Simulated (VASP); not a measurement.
# ZnCu (Pm-3m) in VASP: relaxation of cell and atoms with r2SCAN

Aim: the relaxation of cell and atoms of ZnCu with r2SCAN.

All numbers are computed with VASP 6.6.1; they aren't measurements. Logs are shortened: lines on timing, memory, paths and dates and some standing lists are left out, and cuts for length are marked.

## (1) The cell of the first run

It takes space group Pm-3m (No. 221, cubic). The conventional cell has a = 2.945 Å, b = 2.945 Å, c = 2.945 Å, α = 90.00°, β = 90.00°, γ = 90.00°. Within 3.4 Å of Zn (site symmetry m-3m) lie 8 Cu at 2.55 Å and 6 Zn at 2.94 Å. Cu (site symmetry m-3m) has 8 Zn at 2.55 Å and 6 Cu at 2.94 Å within 3.4 Å.

## (2) Relaxation of cell and atoms, r2SCAN

The input, POSCAR:

```
ZnCu
1.0
    2.9450000000      0.0000000000      0.0000000000
    0.0000000000      2.9450000000      0.0000000000
    0.0000000000      0.0000000000      2.9450000000
Zn Cu
1 1
Direct
    0.5000000000      0.5000000000      0.5000000000
    0.0000000000      0.0000000000      0.0000000000
```

The input, INCAR.step1:

```
SYSTEM = ZnCu
PREC = Accurate
ENCUT = 600
ISMEAR = 0
SIGMA = 0.1
LREAL = .FALSE.
LASPH = .TRUE.
NELM = 100
GGA = PE
ALGO = Normal
EDIFF = 1E-4
LWAVE = .TRUE.
LCHARG = .FALSE.
```

The input, INCAR.step2:

```
SYSTEM = ZnCu
PREC = Accurate
ENCUT = 600
EDIFF = 1E-6
ISMEAR = 0
SIGMA = 0.1
LREAL = .FALSE.
LASPH = .TRUE.
NELM = 100
ALGO = Normal
ISIF = 3
LWAVE = .FALSE.
LCHARG = .FALSE.
METAGGA = R2SCAN
LMIXTAU = .TRUE.
IBRION = 2
NSW = 100
EDIFFG = -0.005
ISTART = 1
```

The input, KPOINTS:

```
regular mesh
0
G
  14 14 14
  0 0 0
```

Potentials or basis: VASP PAW PBE potentials, release 64 (Zn, Cu).

Command:

```bash
> cat potpaw_PBE.64/Zn/POTCAR potpaw_PBE.64/Cu/POTCAR > POTCAR
> cp INCAR.step1 INCAR
> mpirun -np 1 vasp_std > vasp.out
> cp INCAR.step2 INCAR
> mpirun -np 1 vasp_std > vasp.out
```

OUTCAR:

```text
SYSTEM = ZnCu
   PREC = Accurate
   ENCUT = 600
   EDIFF = 1E-6
   ISMEAR = 0
   LREAL = .FALSE.
   LASPH = .TRUE.
   NELM = 100
   ISIF = 3
   METAGGA = R2SCAN
   IBRION = 2
   NSW = 100
   EDIFFG = -0.005
   ISTART = 1

 ion  position               nearest neighbor table
   1  0.500  0.500  0.500-   2 2.55   2 2.55   2 2.55   2 2.55   2 2.55   2 2.55   2 2.55   2 2.55

   2  0.000  0.000  0.000-   1 2.55   1 2.55   1 2.55   1 2.55   1 2.55   1 2.55   1 2.55   1 2.55

  LATTYP: Found a simple cubic cell.
 ALAT       =     2.9450000000

  Lattice vectors:

 A1 = (   2.9450000000,   0.0000000000,   0.0000000000)
 A2 = (   0.0000000000,   2.9450000000,   0.0000000000)
 A3 = (   0.0000000000,   0.0000000000,   2.9450000000)

Analysis of symmetry for initial positions (statically):
=====================================================================
 Subroutine PRICEL returns:
 Original cell was already a primitive cell.

 Routine SETGRP: Setting up the symmetry group for a
 simple cubic supercell.

 Subroutine GETGRP returns: Found 48 space group operations
 (whereof 48 operations were pure point group operations)
 out of a pool of 48 trial point group operations.

The static configuration has the point symmetry O_h .

Analysis of symmetry for dynamics (positions and initial velocities):
=====================================================================
 Subroutine PRICEL returns:
 Original cell was already a primitive cell.

 Routine SETGRP: Setting up the symmetry group for a
 simple cubic supercell.

 Subroutine GETGRP returns: Found 48 space group operations
 (whereof 48 operations were pure point group operations)
 out of a pool of 48 trial point group operations.

The dynamic configuration has the point symmetry O_h .

 Subroutine INISYM returns: Found 48 space group operations
 (whereof 48 operations are pure point group operations),
 and found     1 'primitive' translations

----------------------------------------------------------------------------------------

                                     Primitive cell

  volume of cell :      25.5421

  direct lattice vectors                    reciprocal lattice vectors
     2.945000000  0.000000000  0.000000000     0.339558574  0.000000000  0.000000000
     0.000000000  2.945000000  0.000000000     0.000000000  0.339558574  0.000000000
     0.000000000  0.000000000  2.945000000     0.000000000  0.000000000  0.339558574

  length of vectors
     2.945000000  2.945000000  2.945000000     0.339558574  0.339558574  0.339558574

  position of ions in fractional coordinates (direct lattice)
     0.500000000  0.500000000  0.500000000
     0.000000000  0.000000000  0.000000000

  ion indices of the primitive-cell ions
   primitive index   ion index
                 1           1
                 2           2

----------------------------------------------------------------------------------------

 KPOINTS: regular mesh

Automatic generation of k-mesh.
 Grid dimensions read from file:
 generate k-points for:   14   14   14

 Generating k-lattice:

  Cartesian coordinates                     Fractional coordinates (reciprocal lattice)
     0.024254184  0.000000000  0.000000000     0.071428571  0.000000000  0.000000000
     0.000000000  0.024254184  0.000000000     0.000000000  0.071428571  0.000000000
     0.000000000  0.000000000  0.024254184     0.000000000  0.000000000  0.071428571

  Length of vectors
     0.024254184  0.024254184  0.024254184

  Shift w.r.t. Gamma in fractional coordinates (k-lattice)
     0.000000000  0.000000000  0.000000000

 Subroutine IBZKPT returns following result:
 ===========================================

 Found    120 irreducible k-points:

 Following reciprocal coordinates:
            Coordinates               Weight
  0.000000  0.000000  0.000000      1.000000
  0.071429  0.000000  0.000000      6.000000
  0.142857  0.000000  0.000000      6.000000
  0.214286  0.000000  0.000000      6.000000
  0.285714  0.000000  0.000000      6.000000
  0.357143  0.000000  0.000000      6.000000
[... 16 lines left out ...]
  0.285714  0.214286  0.000000     24.000000
  0.357143  0.214286  0.000000     24.000000
 [... further k-points ...]
   k-points           NKPTS =    120   k-points in BZ     NKDIM =    120   number of bands    NBANDS=     15
   number of dos      NEDOS =    301   number of ions     NIONS =      2
   total plane-waves  NPLWV =  13824
   dimension x,y,z NGX =    24 NGY =   24 NGZ =   24
   dimension x,y,z NGXF=    48 NGYF=   48 NGZF=   48
   ions per type =               1   1
   NGX,Y,Z   is equivalent  to a cutoff of  13.55, 13.55, 13.55 a.u.
   NGXF,Y,Z  is equivalent  to a cutoff of  27.10, 27.10, 27.10 a.u.
 SYSTEM =  ZnCu
   PREC   = accura    normal or accurate (medium, high low for compatibility)
   ISTART =      1    job   : 0-new  1-cont  2-samecut
   ICHARG =      0    charge: 1-file 2-atom 10-const
   ISPIN  =      1    spin polarized calculation?
   LNONCOLLINEAR =      F non collinear calculations
   LSORBIT =      F    spin-orbit coupling
   LASPH  =      T    aspherical Exc in radial PAW
   ENCUT  =  600.0 eV  44.10 Ry    6.64 a.u.   5.88  5.88  5.88*2*pi/ulx,y,z
   NELM   =    100;   NELMIN=  2; NELMDL=  0     # of ELM steps
   EDIFF  = 0.1E-05   stopping-criterion for ELM
   LREAL  =      F    real-space projection
   EDIFFG = -.5E-02   stopping-criterion for IOM
   NSW    =    100    number of steps for IOM
   IBRION =      2    ionic relax: 0-MD 1-quasi-New 2-CG
   NFREE  =      1    steps in history (QN), initial steepest desc. (CG)
   ISIF   =      3    stress and relaxation
   ISYM   =      2    0-nonsym 1-usesym 2-fastsym
   POTIM  = 0.5000    time-step for ionic-motion
   TEBEG  =    0.0;   TEEND  =   0.0 temperature during run
   PSTRESS=    0.0 pullay stress
   NELECT =      23.0000    total number of electrons
   NUPDOWN=      -1.0000    fix difference up-down
   EMIN   =  10.00;   EMAX   =-10.00  energy-range for DOS
   EFERMI =   0.00;   METHOD = LEGACY
   ISMEAR =     0;   SIGMA  =   0.10  broadening in eV -4-tet -1-fermi 0-gaus
   EFERMI_NEDOS =   21; number of points for ismear=-14 and -15
   IALGO  =     38    algorithm
   IMIX   =      4    mixing-type and parameters
     AMIX     =   0.40;   BMIX     =  1.00
     AMIX_MAG =   1.60;   BMIX_MAG =  1.00
  volume/ion in A,a.u.               =      12.77        86.18
  Fermi-wavevector in a.u.,A,eV,Ry     =   1.580880  2.987429 34.003415  2.499180
  Thomas-Fermi vector in A             =   2.681040
   LORBIT       =      0    0 simple, 1 ext, 2 COOP (PROOUT), +10 PAW based schemes
   METAGGA = R2SCAN    functional components
   LHFCALC =     F    Hartree Fock is set to
   AEXX    =    0.0000 exact exchange contribution
   IVDW    =     0    specifies the selected vdW correction
   LEPSILON=     F    determine dielectric tensor
   LRPA    =     F    only Hartree local field effects (RPA)
 conjugate gradient relaxation of ions
 non-spin polarized calculation
 Gauss-broadening in eV      SIGMA  =   0.10
  energy-cutoff  :      600.00
  volume of cell :       25.54
 maximum number of plane-waves:       876
 NGX is ok and might be reduce to    24
   NGX = 11   NGY = 11   NGZ = 11

--------------------------------------- Ionic step        1  -------------------------------------------

 number of electron      23.0000000 magnetization

 Free energy of the ion-electron system (eV)
  ---------------------------------------------------
  ext. energy  EPLUGINS =         0.00000000
  ---------------------------------------------------
  free energy    TOTEN  =       -19.94047599 eV

  energy without entropy =      -19.93896196  energy(sigma->0) =      -19.93971898

------------------------ aborting loop because EDIFF is reached ----------------------------------------

  FORCE on cell =-STRESS in cart. coord.  units (eV):
  Direction    XX          YY          ZZ          XY          YZ          ZX
  --------------------------------------------------------------------------------------
  -------------------------------------------------------------------------------------
  Total       -0.4443015     -0.4443015     -0.4443015      0.0000000     -0.0000000     -0.0000000
  in kB      -27.8697088    -27.8697088    -27.8697088      0.0000000     -0.0000000     -0.0000000
  external PRESSURE =     -27.8697088 kB  Pullay stress =       0.0000000 kB
[... 93 lines left out ...]
  energy  without entropy=      -19.9445028505  energy(sigma->0) =      -19.94524513

--------------------------------------- Ionic step        4  -------------------------------------------

 number of electron      22.9999987 magnetization

 Free energy of the ion-electron system (eV)
  ---------------------------------------------------
  ext. energy  EPLUGINS =         0.00000000
  ---------------------------------------------------
  free energy    TOTEN  =       -19.94598256 eV

  energy without entropy =      -19.94449729  energy(sigma->0) =      -19.94523992

 E-fermi :   5.5895     XC(G=0): -13.6748

 val. band max:        5.4563897251   @ k =   0.3571   0.2143   0.1429
 cond. band min:       5.6009797594   @ k =   0.4286   0.3571   0.2143
 fundamental gap:      0.1445900344
 Fermi energy:         5.5894869890

 k-point     1 :       0.0000    0.0000    0.0000
  band No.  band energies     occupation
      1      -5.3578      2.00000
      2      -2.6612      2.00000
      3      -2.6612      2.00000
      4      -1.8925      2.00000
      5      -1.8925      2.00000
      6      -1.8925      2.00000
      7       1.7883      2.00000
      8       1.7883      2.00000
      9       2.7057      2.00000
     10       2.7057      2.00000
     11       2.7057      2.00000
     12      12.2969      0.00000
     13      12.2969      0.00000
     14      12.2969      0.00000
     15      17.2406      0.00000
[... 397 lines left out ...]
 k-point    24 :       0.3571    0.2143    0.0000
  band No.  band energies     occupation
      1      -2.8342      2.00000
      2      -2.4444      2.00000
      3      -2.1831      2.00000
      4      -2.0725      2.00000
      5      -1.9487      2.00000
      6      -1.4309      2.00000
      7       1.5016      2.00000
      8       1.8961      2.00000
      9       2.2618      2.00000
     10       2.3282      2.00000
     11       2.6052      2.00000
     12       5.0365      2.00000
     13      10.4267      0.00000
     14      15.7197      0.00000
     15      16.5944      0.00000

 [... further k-points ...]
[... 5 lines left out ...]
  --------------------------------------------------------------------------------------
  -------------------------------------------------------------------------------------
  Total       -0.0030879     -0.0030879     -0.0030879     -0.0000000     -0.0000000      0.0000000
  in kB       -0.1981465     -0.1981465     -0.1981465     -0.0000000     -0.0000000      0.0000000
  external PRESSURE =      -0.1981465 kB  Pullay stress =       0.0000000 kB
[... 17 lines left out ...]
  FREE ENERGIE OF THE ION-ELECTRON SYSTEM (eV)
  ---------------------------------------------------
  free  energy   TOTEN  =       -19.9459825595 eV

  energy  without entropy=      -19.9444972866  energy(sigma->0) =      -19.94523992

 reached required accuracy - stopping structural energy minimisation
```

Wall time 6.5 min (1 thread of Intel Xeon Platinum 8488C (Sapphire Rapids), shared host); peak memory 0.2 GiB.

What came out:

| Quantity | Value |
| --- | --- |
| Free energy | -19.9460 eV |
| Relaxed volume | 12.48 Å³/atom |
| Relaxed cell | a = 2.923 Å, b = 2.923 Å, c = 2.923 Å, α = 90.00°, β = 90.00°, γ = 90.00° |
| Space group after relaxing (to 0.05 Å) | Pm-3m (No. 221) |
| Energy gained by relaxing | 2.8 meV/atom |
| Ionic steps | 4 |
| Pressure after relaxing | 0.0 GPa |

The path:
```csv
step,energy change (eV),largest force (eV/Å),pressure (GPa),volume (Å³)
1,0.0000,0.0000,-2.79,25.54
2,-0.0047,0.0000,1.18,24.73
3,-0.0055,0.0000,0.14,24.94
4,-0.0055,0.0000,-0.02,24.97
```

Final structure:
```yaml
crystal:
  lattice:
    - [2.92278, 0.00000, 0.00000]
    - [0.00000, 2.92278, 0.00000]
    - [0.00000, 0.00000, 2.92278]
  atoms:
    - { symbol: Zn, position: [0.50000, 0.50000, 0.50000] }
    - { symbol: Cu, position: [0.00000, 0.00000, 0.00000] }
```

Levels at points of the mesh, in eV from the Fermi level:
```
           k point  band 9  band 10  band 11  band 12  band 13  band 14  band 15
(0.00, 0.00, 0.00)   -2.88    -2.88    -2.88     6.71     6.71     6.71    11.65
(0.50, 0.00, 0.00)   -3.46    -3.46    -2.96    -2.11    12.54    12.54    13.12
(0.50, 0.50, 0.00)   -3.05    -2.65    -2.08    -2.08     2.02     2.35    15.05
(0.50, 0.50, 0.50)   -2.63    -2.63     4.52     4.52     4.52     4.55     4.74
```

Caveat: the PAW data sets were made with another functional, which shifts forces and pressure a little.
